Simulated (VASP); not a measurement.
Wanted: the native input for a VASP 6.6.1 run.

```yaml
Task: single point
Functional: PBEsol
Potentials_or_basis: VASP PAW PBE potentials, release 64 (Be, H)
Cutoff: 520 eV
k_mesh: 4 × 4 × 3
Occupations: fermi-dirac, width 0.15 eV
Spin: no spin polarisation
Dipole_correction: no
Further_INCAR_settings: LREAL = Auto; ALGO = Normal; EDIFF = 1e-06; NBANDS = 30
```

The structure of Be16H (a cell with a defect) lies in POSCAR:

```
Be16H
1.0
   -2.2900000000     -3.9663960000      0.0000000000
    3.4350000000     -1.9831980000      0.0000000000
    0.0000000000      0.0000000000      7.1768600000
Be H
16 1
Direct
    0.7560940591      0.4905977861     -0.0010524101
    0.5048546524      0.3252431307      0.2449334389
    0.7699989363      0.4900470347      0.4923409402
    0.5054434868      0.3056936200      0.7582097185
    0.5051454838     -0.0177743354      0.0058553462
    0.2535063293      0.8251765631      0.2508388069
    0.5050479662     -0.0184990269      0.4993649033
    0.2478841372      0.8339355675      0.7558500514
    0.2536963670      0.4904098051     -0.0014903454
    0.0045586408      0.3211427329      0.2458747976
    0.2397562019      0.4897876863      0.4913392486
    0.0047180797      0.3244699862      0.7524956597
    0.0048434471     -0.0047489101      0.0034764507
    0.7563702011      0.8247705271      0.2511022926
    0.0048951255     -0.0049470634      0.5027502278
    0.7626191929      0.8328640326      0.7559924535
    0.5036419546      0.5467016233      0.5982906173
```

The input as run:

INCAR

```
SYSTEM = Be16H
  ALGO = Normal
  EDIFF = 1E-6
  ENCUT = 520
  GGA = PS
  ISIF = 2
  ISMEAR = -1
  LASPH = .True.
  LCHARG = .True.
  LELF = .True.
  LREAL = Auto
  LVHAR = .True.
  LWAVE = .False.
  NBANDS = 30
  NELM = 60
  PREC = Accurate
  SIGMA = 0.15
```

KPOINTS

```
k-points
0
Gamma
  4 4 3
  0 0 0
```

Potentials or basis: VASP PAW PBE potentials, release 64 (Be, H).

The run is started by

```bash
$ cat potpaw_PBE.64/Be/POTCAR potpaw_PBE.64/H/POTCAR > POTCAR
$ mpirun -np 1 vasp_std > vasp.out
```

It gave:

```json
{"Pressure": "0.0 GPa", "Largest force": "0.446 eV/Å", "Band gap on the k mesh": "zero (an odd number of electrons rules out a gap without spin polarisation)"}
```

Caveat: the k points lie up to 0.40 Å⁻¹ apart, too coarse for converged energies and pressures of a metal; the PAW data sets were made with another functional, which shifts forces and pressure a little.

Run time: 95 s on 1 thread of Intel(R) Xeon(R) 6975P-C (Granite Rapids), on a shared host, peak memory 0.25 GiB.
